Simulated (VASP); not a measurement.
# GaN (Pmc2_1) in VASP: notebook, part 2 of 2

VASP 6.6.1. Earlier steps stand in the parts before.

## (4) Single point, LDA (atoms displaced along a vibrational mode)

INCAR reads:

```
SYSTEM = GaN
PREC     = Accurate       ! precision mode
ENCUT    = 520            ! plane-wave cutoff, eV
EDIFF    = 1E-6           ! SCF threshold, eV
ISMEAR   = 0              ! smearing method
SIGMA    = 0.05           ! smearing width, eV
LREAL    = .False.        ! projectors in reciprocal space
LASPH    = .True.         ! aspherical terms in the spheres
NELM     = 60             ! most SCF steps
ALGO     = Normal         ! electronic algorithm
ISIF     = 2              ! what is computed and relaxed
LWAVE    = .False.        ! write WAVECAR
LCHARG   = .True.         ! write CHGCAR
LELF     = .True.         ! ELF
LVHAR    = .True.       
NBANDS   = 46             ! bands
```

KPOINTS reads:

```
regular mesh
0
Gamma
  8 6 6
  0 0 0
```

POSCAR reads:

```
GaN
1.0
   -3.1515767111      0.0000000000      0.0000000000
    0.0000000000      0.0000000000     -5.1382481593
    0.0000000000     -5.4586909876      0.0000000000
Ga N
4 4
Direct
    0.5000000000      0.0036854841      0.1764528636
    0.0000000000     -0.0040580240      0.6568820138
    0.0000000000      0.4959419760      0.3431179862
    0.5000000000      0.5036854841      0.8235471364
    0.5000000000      0.6269199090      0.1680871275
    0.0000000000      0.6305132757      0.6652557013
    0.0000000000      0.1305132757      0.3347442987
    0.5000000000      0.1269199090      0.8319128725
```

Potentials or basis: VASP PAW LDA potentials, release 64 (Ga_d, N).

Launch:

```
> cat potpaw_LDA.64/Ga_d/POTCAR potpaw_LDA.64/N/POTCAR > POTCAR
> mpirun -np 1 vasp_std > vasp.out
```

OUTCAR:

```text
SYSTEM = GaN
   PREC = Accurate
   ENCUT = 520
   EDIFF = 1E-6
   ISMEAR = 0
   LREAL = .False.
   LASPH = .True.
   NELM = 60
   ISIF = 2

 ion  position               nearest neighbor table
   1  0.500  0.004  0.176-   7 1.91   7 1.91   5 1.94   8 1.98
   2  0.000  0.996  0.657-   6 1.88   7 1.89   8 1.96   8 1.96
   3  0.000  0.496  0.343-   7 1.88   6 1.89   5 1.96   5 1.96
   4  0.500  0.504  0.824-   6 1.91   6 1.91   8 1.94   5 1.98
   5  0.500  0.627  0.168-   1 1.94   3 1.96   3 1.96   4 1.98
   6  0.000  0.631  0.665-   2 1.88   3 1.89   4 1.91   4 1.91
   7  0.000  0.131  0.335-   3 1.88   2 1.89   1 1.91   1 1.91
   8  0.500  0.127  0.832-   4 1.94   2 1.96   2 1.96   1 1.98

  LATTYP: Found a simple orthorhombic cell.
 ALAT       =     3.1515767111
 B/A-ratio  =     1.6303738193
 C/A-ratio  =     1.7320508076

  Lattice vectors:

 A1 = (  -3.1515767111,   0.0000000000,   0.0000000000)
 A2 = (   0.0000000000,   0.0000000000,  -5.1382481593)
 A3 = (   0.0000000000,  -5.4586909876,   0.0000000000)

Analysis of symmetry for initial positions (statically):
=====================================================================
 Subroutine PRICEL returns:
 Original cell was already a primitive cell.

 Routine SETGRP: Setting up the symmetry group for a
 simple orthorhombic supercell.

 Subroutine GETGRP returns: Found  4 space group operations
 (whereof  2 operations were pure point group operations)
 out of a pool of  8 trial point group operations.

The static configuration has the point symmetry C_1h.
 The point group associated with its full space group is C_2v.

Analysis of symmetry for dynamics (positions and initial velocities):
=====================================================================
 Subroutine PRICEL returns:
 Original cell was already a primitive cell.

 Routine SETGRP: Setting up the symmetry group for a
 simple orthorhombic supercell.

 Subroutine GETGRP returns: Found  4 space group operations
 (whereof  2 operations were pure point group operations)
 out of a pool of  8 trial point group operations.

The dynamic configuration has the point symmetry C_1h.
 The point group associated with its full space group is C_2v.

 Subroutine INISYM returns: Found  4 space group operations
 (whereof  2 operations are pure point group operations),
 and found     1 'primitive' translations

----------------------------------------------------------------------------------------

                                     Primitive cell

  volume of cell :      88.3958

  direct lattice vectors                    reciprocal lattice vectors
    -3.151576711  0.000000000  0.000000000    -0.317301494  0.000000000  0.000000000
     0.000000000  0.000000000 -5.138248159     0.000000000  0.000000000 -0.194618860
     0.000000000 -5.458690988  0.000000000     0.000000000 -0.183194103  0.000000000

  length of vectors
     3.151576711  5.138248159  5.458690988     0.317301494  0.194618860  0.183194103

  position of ions in fractional coordinates (direct lattice)
     0.500000000  0.003685484  0.176452864
     0.000000000  0.995941976  0.656882014
     0.000000000  0.495941976  0.343117986
     0.500000000  0.503685484  0.823547136
[... 47 lines left out ...]
  0.375000  0.000000  0.000000      2.000000
  0.500000  0.000000  0.000000      1.000000
  0.000000  0.166667  0.000000      2.000000
[... 16 lines left out ...]
  0.250000  0.000000  0.166667      4.000000
  0.375000  0.000000  0.166667      4.000000
 [... further k-points ...]
   k-points           NKPTS =     80   k-points in BZ     NKDIM =     80   number of bands    NBANDS=     46
   number of dos      NEDOS =    301   number of ions     NIONS =      8
   total plane-waves  NPLWV =  40320
   dimension x,y,z NGX =    24 NGY =   40 NGZ =   42
   dimension x,y,z NGXF=    48 NGYF=   80 NGZF=   84
   ions per type =               4   4
   NGX,Y,Z   is equivalent  to a cutoff of  12.66, 12.94, 12.79 a.u.
   NGXF,Y,Z  is equivalent  to a cutoff of  25.32, 25.88, 25.58 a.u.
 SYSTEM =  GaN
   PREC   = accura    normal or accurate (medium, high low for compatibility)
   ISTART =      0    job   : 0-new  1-cont  2-samecut
   ICHARG =      2    charge: 1-file 2-atom 10-const
   ISPIN  =      1    spin polarized calculation?
   LNONCOLLINEAR =      F non collinear calculations
   LSORBIT =      F    spin-orbit coupling
   LASPH  =      T    aspherical Exc in radial PAW
   ENCUT  =  520.0 eV  38.22 Ry    6.18 a.u.   5.86  9.55 10.15*2*pi/ulx,y,z
   NELM   =     60;   NELMIN=  2; NELMDL= -5     # of ELM steps
   EDIFF  = 0.1E-05   stopping-criterion for ELM
   LREAL  =      F    real-space projection
   EDIFFG = 0.1E-04   stopping-criterion for IOM
   NSW    =      0    number of steps for IOM
   IBRION =     -1    ionic relax: 0-MD 1-quasi-New 2-CG
   NFREE  =      0    steps in history (QN), initial steepest desc. (CG)
   ISIF   =      2    stress and relaxation
   ISYM   =      2    0-nonsym 1-usesym 2-fastsym
   POTIM  = 0.5000    time-step for ionic-motion
   TEBEG  =    0.0;   TEEND  =   0.0 temperature during run
   PSTRESS=    0.0 pullay stress
   NELECT =      72.0000    total number of electrons
   NUPDOWN=      -1.0000    fix difference up-down
   EMIN   =  10.00;   EMAX   =-10.00  energy-range for DOS
   EFERMI =   0.00;   METHOD = LEGACY
   ISMEAR =     0;   SIGMA  =   0.05  broadening in eV -4-tet -1-fermi 0-gaus
   EFERMI_NEDOS =   21; number of points for ismear=-14 and -15
   IALGO  =     38    algorithm
   IMIX   =      4    mixing-type and parameters
     AMIX     =   0.40;   BMIX     =  1.00
     AMIX_MAG =   1.60;   BMIX_MAG =  1.00
  volume/ion in A,a.u.               =      11.05        74.57
  Fermi-wavevector in a.u.,A,eV,Ry     =   1.528886  2.889176 31.803525  2.337493
  Thomas-Fermi vector in A             =   2.636583
   LORBIT       =      0    0 simple, 1 ext, 2 COOP (PROOUT), +10 PAW based schemes
   GGA     = CA    functional components
   LHFCALC =     F    Hartree Fock is set to
   AEXX    =    0.0000 exact exchange contribution
   IVDW    =     0    specifies the selected vdW correction
   LEPSILON=     F    determine dielectric tensor
   LRPA    =     F    only Hartree local field effects (RPA)
 non-spin polarized calculation
 Gauss-broadening in eV      SIGMA  =   0.05
  energy-cutoff  :      520.00
  volume of cell :       88.40
 maximum number of plane-waves:      2408
 NGX is ok and might be reduce to    24
   NGX = 11   NGY = 19   NGZ = 21

 number of electron      71.9999968 magnetization

 Free energy of the ion-electron system (eV)
  ---------------------------------------------------
  ext. energy  EPLUGINS =         0.00000000
  ---------------------------------------------------
  free energy    TOTEN  =       -55.62963646 eV

  energy without entropy =      -55.62963646  energy(sigma->0) =      -55.62963646

 E-fermi :   5.7273     XC(G=0): -12.2993

 val. band max:        5.5087315110   @ k =   0.0000   0.0000   0.0000
 cond. band min:       7.5597031454   @ k =   0.0000   0.0000   0.0000
 fundamental gap:      2.0509716344
 Fermi energy:         5.7272851524

 k-point     1 :       0.0000    0.0000    0.0000
  band No.  band energies     occupation
      1     -10.8285      2.00000
      2     -10.0566      2.00000
      3      -9.4680      2.00000
      4      -9.4339      2.00000
      5      -8.1863      2.00000
      6      -8.1631      2.00000
[... 1165 lines left out ...]
     45      15.1228      0.00000
     46      15.3482      0.00000

 [... further k-points ...]

------------------------ aborting loop because EDIFF is reached ----------------------------------------

  FORCE on cell =-STRESS in cart. coord.  units (eV):
  Direction    XX          YY          ZZ          XY          YZ          ZX
  --------------------------------------------------------------------------------------
  -------------------------------------------------------------------------------------
  Total        0.3246527      0.3293514      2.2422545      0.0000000      0.0000000      0.0000000
  in kB        5.8843447      5.9695101     40.6409654      0.0000000      0.0000000      0.0000000
  external PRESSURE =      17.4982734 kB  Pullay stress =       0.0000000 kB

 VOLUME and BASIS-vectors are now :
 -----------------------------------------------------------------------------
  energy-cutoff  :      520.00
  volume of cell :       88.40
      direct lattice vectors                 reciprocal lattice vectors
    -3.151576711  0.000000000  0.000000000    -0.317301494  0.000000000  0.000000000
     0.000000000  0.000000000 -5.138248159     0.000000000  0.000000000 -0.194618860
     0.000000000 -5.458690988  0.000000000     0.000000000 -0.183194103  0.000000000

 POSITION                                       TOTAL-FORCE (eV/Angst)
 -----------------------------------------------------------------------------------
     -1.57579     -0.96320     -0.01894         0.000000      1.315072      0.222673
      0.00000     -3.58572     -5.11740         0.000000     -1.394438     -0.923249
      0.00000     -1.87298     -2.54827         0.000000      1.394438     -0.923249
     -1.57579     -4.49549     -2.58806         0.000000     -1.315072      0.222673
     -1.57579     -0.91754     -3.22127         0.000000     -0.030731      0.247154
      0.00000     -3.63143     -3.23973         0.000000     -0.102896      0.453422
      0.00000     -1.82727     -0.67061         0.000000      0.102896      0.453422
     -1.57579     -4.54116     -0.65215         0.000000      0.030731      0.247154
 -----------------------------------------------------------------------------------
    total drift:                               -0.000000      0.000003      0.000029

  FREE ENERGIE OF THE ION-ELECTRON SYSTEM (eV)
  ---------------------------------------------------
  free  energy   TOTEN  =       -55.6296364601 eV

  energy  without entropy=      -55.6296364601  energy(sigma->0) =      -55.62963646
```

It took 6.4 min on 1 thread of Intel Xeon 8259CL, shared host; peak memory 0.33 GiB.

Results:

| Item | Value |
| --- | --- |
| Free energy | -55.6296 eV |
| Pressure | 1.7 GPa |
| Largest force | 1.672 eV/Å |
| Band gap on the k mesh | 2.05 eV |

Forces on the atoms (eV/Å):
```
Ga   0.000  1.315  0.223
Ga   0.000 -1.394 -0.923
Ga   0.000  1.394 -0.923
Ga   0.000 -1.315  0.223
N    0.000 -0.031  0.247
N    0.000 -0.103  0.453
N    0.000  0.103  0.453
N    0.000  0.031  0.247
```

Levels at points of the mesh, in eV from the valence-band top:
```tsv
k point	band 33	band 34	band 35	band 36	band 37	band 38	band 39	band 40
(0.00, 0.00, 0.00)	-0.76	-0.18	-0.03	0.00	2.05	4.34	4.96	5.56
(0.50, 0.00, 0.00)	-2.40	-2.21	-2.13	-1.94	5.12	5.74	6.60	6.86
(0.00, 0.50, 0.00)	-0.60	-0.60	-0.54	-0.54	4.17	4.17	4.45	4.45
(0.50, 0.50, 0.00)	-2.06	-2.06	-1.64	-1.64	5.59	5.59	5.98	5.98
(0.00, 0.00, 0.50)	-0.97	-0.81	-0.59	-0.36	4.19	4.50	5.91	6.02
(0.50, 0.00, 0.50)	-2.60	-2.36	-1.12	-0.94	4.66	5.23	5.35	5.72
(0.00, 0.50, 0.50)	-1.76	-1.76	-1.05	-1.05	4.99	4.99	5.41	5.41
(0.50, 0.50, 0.50)	-2.04	-2.04	-1.80	-1.80	4.02	4.02	4.55	4.55
```

Caveat: the cell differs from its parent crystal (atoms displaced along a vibrational mode); forces of over 1 eV/Å act on the atoms, so gaps and moduli don't describe the material at rest.

## (5) Single point, LDA (atoms displaced along a vibrational mode)

INCAR reads:

```
PREC = Accurate ; ENCUT = 520
EDIFF = 1E-7 ; ISMEAR = 0
SIGMA = 0.05 ; LREAL = False
LASPH = True ; NELM = 80
ALGO = Normal ; ISIF = 2
LWAVE = False ; LCHARG = True
LELF = True ; LVHAR = True
NBANDS = 46
```

KPOINTS reads:

```
Automatic mesh
0
Gamma
  8 6 6
```

POSCAR reads:

```
GaN
1.0
   -3.1515767111      0.0000000000      0.0000000000
    0.0000000000      0.0000000000     -5.1382481593
    0.0000000000     -5.4586909876      0.0000000000
Ga N
4 4
Direct
    0.5000000000      0.0054605298      0.1764513196
    0.0000000000     -0.0022829783      0.6568804698
    0.0000000000      0.4977170217      0.3431195302
    0.5000000000      0.5054605298      0.8235486804
    0.5000000000      0.6180842185      0.1680776321
    0.0000000000      0.6216775852      0.6652462059
    0.0000000000      0.1216775852      0.3347537941
    0.5000000000      0.1180842185      0.8319223679
```

Launch:

```
> cat potpaw_LDA.64/Ga_d/POTCAR potpaw_LDA.64/N/POTCAR > POTCAR
> mpirun -np 1 vasp_std > vasp.out
```

Wall time 8.3 min (1 thread of Intel Xeon 8259CL, shared host); peak memory 0.33 GiB.

Results (log left out):

* Free energy: -55.6262 eV
* Pressure: 1.8 GPa
* Largest force: 1.623 eV/Å
* Band gap on the k mesh: 2.12 eV

Forces in eV/Å, atoms in the order of the input:
```
Ga   0.000  1.403  0.815
Ga   0.000 -1.509 -0.120
Ga   0.000  1.509 -0.120
Ga   0.000 -1.403  0.815
N    0.000 -0.008 -0.338
N    0.000 -0.141 -0.357
N    0.000  0.141 -0.357
N    0.000  0.008 -0.338
```

Stress tensor (GPa, compression positive):
```
 2.89  0.00  0.00
 0.00  2.97  0.00
 0.00  0.00 -0.43
```

Levels at points of the mesh, in eV from the valence-band top:
```tsv
k point	band 34	band 35	band 36	band 37	band 38	band 39
(0.00, 0.00, 0.00)	-0.03	0.00	0.00	2.12	4.30	4.98
(0.50, 0.00, 0.00)	-2.23	-2.18	-1.73	5.39	6.01	6.64
(0.00, 0.50, 0.00)	-0.56	-0.51	-0.51	4.26	4.26	4.53
(0.50, 0.50, 0.00)	-1.92	-1.48	-1.48	5.66	5.66	6.04
(0.00, 0.00, 0.50)	-0.64	-0.61	-0.41	4.23	4.55	5.91
(0.50, 0.00, 0.50)	-2.13	-1.22	-1.03	4.68	5.25	5.46
(0.00, 0.50, 0.50)	-1.76	-1.05	-1.05	5.08	5.08	5.50
(0.50, 0.50, 0.50)	-2.01	-1.68	-1.68	4.12	4.12	4.65
```

Caveat: the cell differs from its parent crystal (atoms displaced along a vibrational mode); forces of over 1 eV/Å act on the atoms, so gaps and moduli don't describe the material at rest.

## (6) The runs side by side

| cell | gap on the mesh (eV) | pressure (GPa) | largest force (eV/Å) |
| --- | --- | --- | --- |
| as given, atomic positions A | 2.06 | 2.0 | 1.05 |
| as given, atomic positions B | 2.14 | 1.2 | 0.40 |
| as given, atomic positions C | 2.05 | 1.7 | 1.67 |
| as given, atomic positions D | 2.12 | 1.8 | 1.62 |

Alike in all rows: task single point; level LDA; potentials or basis VASP PAW LDA potentials, release 64 (Ga_d, N); no spin polarisation; k mesh 8 × 6 × 6; cutoff (eV) 520; smearing gaussian 0.05 eV.

Caveats: forces of over 1 eV/Å act on the atoms, so gaps and moduli don't describe the material at rest (at least some runs).

Absolute energies hang on the potentials; compare differences alone.
